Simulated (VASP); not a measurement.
## Sn: single point with PBE

Sn:

```
Sn
1.0
     0.00000    3.23334    3.23334
     3.23334    0.00000    3.23334
     3.23334    3.23334    0.00000
Sn
2
Cartesian
  4.8500 4.8500 4.8500
  3.2333 3.2333 3.2333
```

| Property | Result |
| --- | --- |
| Program | VASP 6.6.1 |
| Task | single point |
| Functional | PBE |
| Potentials or basis | VASP PAW PBE potentials, release 64 (Sn_d) |
| Cutoff | 520 eV |
| k mesh | 6 × 6 × 6 |
| Occupations | methfessel-paxton, width 0.05 eV |
| Spin | no spin polarisation |

The pressure is 3.8 GPa and the band gap on the k mesh is zero (band 14 reaches 5.85 eV, above the bottom of band 15 at 5.77 eV).

Levels at points of the mesh, in eV from the Fermi level:
| k point | band 11 | band 12 | band 13 | band 14 | band 15 | band 16 | band 17 | band 18 |
| --- | --- | --- | --- | --- | --- | --- | --- | --- |
| (0.00, 0.00, 0.00) | -10.69 | -0.58 | 0.07 | 0.07 | 0.07 | 2.14 | 2.14 | 2.14 |
| (0.50, 0.00, 0.00) | -9.05 | -6.35 | -1.15 | -1.15 | 0.00 | 3.22 | 3.22 | 5.63 |
| (0.50, 0.50, 0.00) | -7.56 | -7.56 | -2.51 | -2.51 | 0.80 | 0.80 | 7.78 | 7.78 |

It took 41 s on 1 thread of Intel Xeon 8259CL, on a shared host, peak memory 0.2 GiB.

Caveat: spin-orbit coupling is left out, which moves the levels of the heavy elements.
